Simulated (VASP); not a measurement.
# MnO (P6_3mc) in VASP: notebook

MnO is run at these levels: PBEsol; tasks: electric field gradients.

Program: VASP 6.6.1. These are calculated values, not measurements. Logs are shortened: lines on timing, memory, paths and dates and some standing lists are left out, and cuts for length are marked.

**1. The cell of the first run**

Symmetry: P6_3mc, No. 186, hexagonal system. The conventional cell has a = 3.372 Å, b = 3.372 Å, c = 5.386 Å, α = 90.00°, β = 90.00°, γ = 120.00°. Within 2.6 Å of Mn (site symmetry 3m) lie 4 O at 1.96 to 2.08 Å. O (site symmetry 3m) has 4 Mn at 1.96 to 2.08 Å within 2.6 Å.

**2. Electric field gradients, PBEsol, collinear spin, ferromagnetic start**

INCAR

```
ALGO = Normal
EDIFF = 1E-8
ENCUT = 520
GGA = PS
ISIF = 2
ISMEAR = -1
ISPIN = 2
LASPH = T
LCHARG = F
LEFG = T
LMAXMIX = 4
LORBIT = 11
LREAL = F
LWAVE = F
MAGMOM = 4 4 0 0
NBANDS = 31
NELM = 150
PREC = Accurate
SIGMA = 0.05
```

KPOINTS

```
k-points
0
Gamma
  14 14 8
```

POSCAR

```
MnO
1.0
    3.3717009293      0.0000000000      0.0000000000
   -1.6858504646      2.9199786587      0.0000000000
    0.0000000000      0.0000000000      5.3855000000
Mn O
2 2
Direct
    0.3333333333      0.6666666667      0.0109600000
    0.6666666667      0.3333333333      0.5109600000
    0.3333333333      0.6666666667      0.3754700000
    0.6666666667      0.3333333333      0.8754700000
```

Potentials or basis: VASP PAW PBE potentials, release 64 (Mn_pv, O).

The run is started by

```sh
$ cat potpaw_PBE.64/Mn_pv/POTCAR potpaw_PBE.64/O/POTCAR > POTCAR
$ mpirun -np 1 vasp_std > vasp.out
```

OUTCAR:

```text
EDIFF = 1E-8
   ENCUT = 520
   GGA = PS
   ISIF = 2
   ISMEAR = -1
   ISPIN = 2
   LASPH = T
   LORBIT = 11
   LREAL = F
   NELM = 150
   PREC = Accurate

 ion  position               nearest neighbor table
   1  0.333  0.667  0.011-   3 1.96   4 2.08   4 2.08   4 2.08
   2  0.667  0.333  0.511-   4 1.96   3 2.08   3 2.08   3 2.08
   3  0.333  0.667  0.375-   1 1.96   2 2.08   2 2.08   2 2.08
   4  0.667  0.333  0.875-   2 1.96   1 2.08   1 2.08   1 2.08

  LATTYP: Found a hexagonal cell.
 ALAT       =     3.3717009293
 C/A-ratio  =     1.5972650342

  Lattice vectors:

 A1 = (   3.3717009293,   0.0000000000,   0.0000000000)
 A2 = (  -1.6858504646,   2.9199786587,   0.0000000000)
 A3 = (   0.0000000000,   0.0000000000,   5.3855000000)

Analysis of symmetry for initial positions (statically):
=====================================================================
 Subroutine PRICEL returns:
 Original cell was already a primitive cell.

 Routine SETGRP: Setting up the symmetry group for a
 hexagonal supercell.

 Subroutine GETGRP returns: Found 12 space group operations
 (whereof  6 operations were pure point group operations)
 out of a pool of 24 trial point group operations.

The static configuration has the point symmetry C_3v.
 The point group associated with its full space group is C_6v.

Analysis of symmetry for dynamics (positions and initial velocities):
=====================================================================
 Subroutine PRICEL returns:
 Original cell was already a primitive cell.

 Routine SETGRP: Setting up the symmetry group for a
 hexagonal supercell.

 Subroutine GETGRP returns: Found 12 space group operations
 (whereof  6 operations were pure point group operations)
 out of a pool of 24 trial point group operations.

The dynamic configuration has the point symmetry C_3v.
 The point group associated with its full space group is C_6v.

Analysis of structural, dynamic, and magnetic symmetry:
=====================================================================
 Subroutine PRICEL returns:
 Original cell was already a primitive cell.

 Routine SETGRP: Setting up the symmetry group for a
 hexagonal supercell.

 Subroutine GETGRP returns: Found 12 space group operations
 (whereof  6 operations were pure point group operations)
 out of a pool of 24 trial point group operations.

The overall configuration has the point symmetry C_3v.
 The point group associated with its full space group is C_6v.

 Subroutine INISYM returns: Found 12 space group operations
 (whereof  6 operations are pure point group operations),
 and found     1 'primitive' translations

----------------------------------------------------------------------------------------

                                     Primitive cell

  volume of cell :      53.0218

  direct lattice vectors                    reciprocal lattice vectors
     3.371700929  0.000000000  0.000000000     0.296586210  0.171234128  0.000000000
    -1.685850465  2.919978659  0.000000000     0.000000000  0.342468256  0.000000000
     0.000000000  0.000000000  5.385500000     0.000000000  0.000000000  0.185683781

  length of vectors
     3.371700929  3.371700929  5.385500000     0.342468256  0.342468256  0.185683781

  position of ions in fractional coordinates (direct lattice)
     0.333333333  0.666666667  0.010960000
     0.666666667  0.333333333  0.510960000
     0.333333333  0.666666667  0.375470000
     0.666666667  0.333333333  0.875470000

  ion indices of the primitive-cell ions
   primitive index   ion index
                 1           1
                 2           2
                 3           3
                 4           4

----------------------------------------------------------------------------------------

 KPOINTS: k-points

Automatic generation of k-mesh.
 Grid dimensions read from file:
 generate k-points for:   14   14    8

 Generating k-lattice:

  Cartesian coordinates                     Fractional coordinates (reciprocal lattice)
     0.021184729  0.012231009  0.000000000     0.071428571 -0.000000000  0.000000000
     0.000000000  0.024462018  0.000000000     0.000000000  0.071428571  0.000000000
     0.000000000  0.000000000  0.023210473     0.000000000  0.000000000  0.125000000

  Length of vectors
     0.024462018  0.024462018  0.023210473

  Shift w.r.t. Gamma in fractional coordinates (k-lattice)
     0.000000000  0.000000000  0.000000000

 Subroutine IBZKPT returns following result:
 ===========================================

 Found    120 irreducible k-points:

 Following reciprocal coordinates:
            Coordinates               Weight
  0.000000  0.000000  0.000000      1.000000
  0.071429  0.000000  0.000000      6.000000
  0.142857  0.000000  0.000000      6.000000
  0.214286  0.000000  0.000000      6.000000
  0.285714  0.000000  0.000000      6.000000
  0.357143  0.000000  0.000000      6.000000
[... 16 lines left out ...]
  0.285714  0.285714  0.000000      6.000000
  0.357143  0.285714  0.000000      6.000000
 [... further k-points ...]
   k-points           NKPTS =    120   k-points in BZ     NKDIM =    120   number of bands    NBANDS=     31
   number of dos      NEDOS =    301   number of ions     NIONS =      4
   total plane-waves  NPLWV =  31360
   dimension x,y,z NGX =    28 NGY =   28 NGZ =   40
   dimension x,y,z NGXF=    56 NGYF=   56 NGZF=   80
   ions per type =               2   2
   NGX,Y,Z   is equivalent  to a cutoff of  13.81, 13.81, 12.35 a.u.
   NGXF,Y,Z  is equivalent  to a cutoff of  27.61, 27.61, 24.70 a.u.
 SYSTEM =  unknown system
   PREC   = accura    normal or accurate (medium, high low for compatibility)
   ISTART =      0    job   : 0-new  1-cont  2-samecut
   ICHARG =      2    charge: 1-file 2-atom 10-const
   ISPIN  =      2    spin polarized calculation?
   LNONCOLLINEAR =      F non collinear calculations
   LSORBIT =      F    spin-orbit coupling
   LASPH  =      T    aspherical Exc in radial PAW
   ENCUT  =  520.0 eV  38.22 Ry    6.18 a.u.   6.27  6.27 10.01*2*pi/ulx,y,z
   NELM   =    150;   NELMIN=  2; NELMDL= -5     # of ELM steps
   EDIFF  = 0.1E-07   stopping-criterion for ELM
   LREAL  =      F    real-space projection
   EDIFFG = 0.1E-06   stopping-criterion for IOM
   NSW    =      0    number of steps for IOM
   IBRION =     -1    ionic relax: 0-MD 1-quasi-New 2-CG
   NFREE  =      0    steps in history (QN), initial steepest desc. (CG)
   ISIF   =      2    stress and relaxation
   ISYM   =      2    0-nonsym 1-usesym 2-fastsym
   POTIM  = 0.5000    time-step for ionic-motion
   TEBEG  =    0.0;   TEEND  =   0.0 temperature during run
   PSTRESS=    0.0 pullay stress
   NELECT =      38.0000    total number of electrons
   NUPDOWN=      -1.0000    fix difference up-down
   EMIN   =  10.00;   EMAX   =-10.00  energy-range for DOS
   EFERMI =   0.00;   METHOD = LEGACY
   ISMEAR =    -1;   SIGMA  =   0.05  broadening in eV -4-tet -1-fermi 0-gaus
   EFERMI_NEDOS =   21; number of points for ismear=-14 and -15
   IALGO  =     38    algorithm
   IMIX   =      4    mixing-type and parameters
     AMIX     =   0.40;   BMIX     =  1.00
     AMIX_MAG =   1.60;   BMIX_MAG =  1.00
  volume/ion in A,a.u.               =      13.26        89.45
  Fermi-wavevector in a.u.,A,eV,Ry     =   1.465045  2.768535 29.202978  2.146358
  Thomas-Fermi vector in A             =   2.580949
   LORBIT       =     11    0 simple, 1 ext, 2 COOP (PROOUT), +10 PAW based schemes
   GGA     = PS    functional components
   LHFCALC =     F    Hartree Fock is set to
   AEXX    =    0.0000 exact exchange contribution
   IVDW    =     0    specifies the selected vdW correction
   LEPSILON=     F    determine dielectric tensor
   LRPA    =     F    only Hartree local field effects (RPA)
 spin polarized calculation
  energy-cutoff  :      520.00
  volume of cell :       53.02
 maximum number of plane-waves:      1448
 NGX is ok and might be reduce to    28
   NGX = 13   NGY = 13   NGZ = 21

 number of electron      38.0000000 magnetization      10.0491294

 number of electron      38.0000000 magnetization       9.9884362

 Free energy of the ion-electron system (eV)
  ---------------------------------------------------
  ext. energy  EPLUGINS =         0.00000000
  ---------------------------------------------------
  free energy    TOTEN  =       -34.26311161 eV

  energy without entropy =      -34.25954409  energy(sigma->0) =      -34.26132785

 E-fermi :   5.7565     XC(G=0): -10.8233

 val. band max:        5.7564074627   @ k =   0.0000   0.0000   0.0000
 cond. band min:       5.7581802483   @ k =   0.0000   0.0000   0.1250
 fundamental gap:      0.0017727856
 Fermi energy:         5.7564986759

 spin component 1

 k-point     1 :       0.0000    0.0000    0.0000
  band No.  band energies     occupation
      1     -44.7081      1.00000
      2     -44.7081      1.00000
      3     -44.7077      1.00000
      4     -44.7021      1.00000
      5     -44.7021      1.00000
      6     -44.6697      1.00000
[... 805 lines left out ...]
     30      15.2252      0.00000
     31      15.5103      0.00000

 [... further k-points ...]

 spin component 2

 k-point     1 :       0.0000    0.0000    0.0000
  band No.  band energies     occupation
      1     -40.0662      1.00000
      2     -40.0372      1.00000
      3     -40.0372      1.00000
      4     -40.0294      1.00000
      5     -40.0294      1.00000
      6     -40.0152      1.00000
[... 805 lines left out ...]
     30      16.8157      0.00000
     31      17.1080      0.00000

 [... further k-points ...]

------------------------ aborting loop because EDIFF is reached ----------------------------------------

  FORCE on cell =-STRESS in cart. coord.  units (eV):
  Direction    XX          YY          ZZ          XY          YZ          ZX
  --------------------------------------------------------------------------------------
  -------------------------------------------------------------------------------------
  Total       -0.4248489     -0.4248489      2.0602320     -0.0000000      0.0000000      0.0000000
  in kB      -12.8377929    -12.8377929     62.2546744     -0.0000000      0.0000000      0.0000000
  external PRESSURE =      12.1930296 kB  Pullay stress =       0.0000000 kB

 VOLUME and BASIS-vectors are now :
 -----------------------------------------------------------------------------
  energy-cutoff  :      520.00
  volume of cell :       53.02
      direct lattice vectors                 reciprocal lattice vectors
     3.371700929  0.000000000  0.000000000     0.296586210  0.171234128  0.000000000
    -1.685850465  2.919978659  0.000000000     0.000000000  0.342468256  0.000000000
     0.000000000  0.000000000  5.385500000     0.000000000  0.000000000  0.185683781

 POSITION                                       TOTAL-FORCE (eV/Angst)
 -----------------------------------------------------------------------------------
     -0.00000      1.94665      0.05903        -0.000000     -0.000000     -0.611769
      1.68585      0.97333      2.75178         0.000000      0.000000     -0.611769
     -0.00000      1.94665      2.02209         0.000000     -0.000000      0.611769
      1.68585      0.97333      4.71484        -0.000000     -0.000000      0.611769
 -----------------------------------------------------------------------------------
    total drift:                               -0.000000     -0.000000      0.001687

  FREE ENERGIE OF THE ION-ELECTRON SYSTEM (eV)
  ---------------------------------------------------
  free  energy   TOTEN  =       -34.2631116123 eV

  energy  without entropy=      -34.2595440915  energy(sigma->0) =      -34.26132785

 Electric field gradients (V/A^2)
---------------------------------------------------------------------
 ion       V_xx      V_yy      V_zz      V_xy      V_xz      V_yz
---------------------------------------------------------------------
   1      12.858    12.862   -25.721     0.003    -0.000     0.000
   2      12.858    12.862   -25.721     0.003     0.000    -0.000
   3      -0.485    -0.483     0.967     0.001     0.000    -0.000
   4      -0.485    -0.483     0.967     0.001    -0.000     0.000
---------------------------------------------------------------------

 Electric field gradients after diagonalization (V/A^2)
 (convention: |V_zz| > |V_xx| > |V_yy|)
----------------------------------------------------------------------
 ion       V_xx      V_yy      V_zz     asymmetry (V_yy - V_xx)/ V_zz
----------------------------------------------------------------------
   1      12.864    12.857   -25.721       0.000
   2      12.864    12.857   -25.721       0.000
   3      -0.485    -0.482     0.967       0.004
   4      -0.485    -0.482     0.967       0.004
----------------------------------------------------------------------

           NMR quadrupolar parameters

 Cq : quadrupolar parameter    Cq=e*Q*V_zz/h
 eta: asymmetry parameters     (V_yy - V_xx)/ V_zz
 Q  : nuclear electric quadrupole moment in mb (millibarn)
----------------------------------------------------------------------
 ion       Cq(MHz)       eta       Q (mb)
----------------------------------------------------------------------
   1      -0.062       0.000       1.000
   2      -0.062       0.000       1.000
   3       0.002       0.004       1.000
   4       0.002       0.004       1.000
----------------------------------------------------------------------

 total charge

# of ion       s       p       d       tot
------------------------------------------
    1        0.245   6.235   4.953  11.432
    2        0.245   6.235   4.953  11.432
    3        1.551   3.442   0.000   4.993
    4        1.551   3.442   0.000   4.993
--------------------------------------------------
tot          3.591  19.353   9.905  32.849

 magnetization (x)

# of ion       s       p       d       tot
------------------------------------------
    1        0.038   0.063   4.299   4.400
    2        0.038   0.063   4.299   4.400
    3        0.019   0.180   0.000   0.200
    4        0.019   0.180   0.000   0.200
--------------------------------------------------
tot          0.114   0.487   8.599   9.200
```

Run time: 12 min. Hardware: 1 thread of Oxide Virtual Turin-like, shared host; peak memory 0.35 GiB.

Results:

| Quantity | Value |
| --- | --- |
| Free energy | -34.2631 eV |
| Pressure | 1.2 GPa |
| Largest force | 0.612 eV/Å |
| Band gap on the k mesh | zero (filled and empty bands overlap) |
| Net moment | 9.99 μB per cell |
| Site moments | Mn +4.40; O +0.20 μB |
| Largest electric field gradient by atom | Mn -25.7; O +1.0 V/Å² |
| Valence electrons inside the program's atomic spheres | Mn 11.43; O 4.99 |

Forces on the atoms (eV/Å):
```
Mn   0.000  0.000 -0.612
Mn   0.000  0.000 -0.612
O    0.000  0.000  0.612
O    0.000  0.000  0.612
```

Levels at points of the mesh, in eV from the Fermi level:
Spin up:
```csv
k point,band 21,band 22,band 23,band 24,band 25,band 26,band 27,band 28
"(0.00, 0.00, 0.00)",-1.07,-1.07,0.00,0.00,0.06,3.58,5.51,11.41
"(0.50, 0.00, 0.00)",-2.09,-1.91,-0.87,-0.73,3.79,4.18,5.72,7.48
"(0.00, 0.00, 0.50)",-0.56,-0.56,-0.56,-0.56,1.14,1.14,8.28,8.28
"(0.50, 0.00, 0.50)",-1.32,-1.32,-1.24,-1.24,3.75,3.75,6.05,6.05
```
Spin down:
```csv
k point,band 10,band 11,band 12,band 13,band 14,band 15,band 16,band 17,band 18,band 19
"(0.00, 0.00, 0.00)",-5.12,-4.95,-4.95,-4.74,-4.74,-0.16,0.91,0.91,1.05,1.68
"(0.50, 0.00, 0.00)",-5.97,-5.37,-4.94,-4.86,-4.67,0.36,0.40,1.20,1.47,1.52
"(0.00, 0.00, 0.50)",-6.01,-4.87,-4.87,-4.87,-4.87,1.38,1.38,1.38,1.38,1.41
"(0.50, 0.00, 0.50)",-6.43,-4.96,-4.96,-4.78,-4.78,0.86,0.86,1.48,1.48,1.65
```

Electric field gradients, principal values (V/Å²):
| atom | least | middle | greatest (by size) |
| --- | --- | --- | --- |
| 1 Mn | 12.857 | 12.864 | -25.721 |
| 2 Mn | 12.857 | 12.864 | -25.721 |
| 3 O | -0.482 | -0.485 | 0.967 |
| 4 O | -0.482 | -0.485 | 0.967 |

Caveat: without QUAD_EFG the Cq values of the log hold for a quadrupole moment of 1 mb, not for the nuclei; the PAW data sets were made with another functional, which shifts forces and pressure a little; semilocal functionals often make such compounds metallic where correlation or magnetic order opens a gap, which also shifts bond lengths; only a ferromagnetic start was run, and an antiferromagnetic order may lie lower in energy. With open d or f shells a metallic result of PBEsol can be an artefact of self-interaction; +U or a hybrid may open a gap.

[end of part 1 of 2]
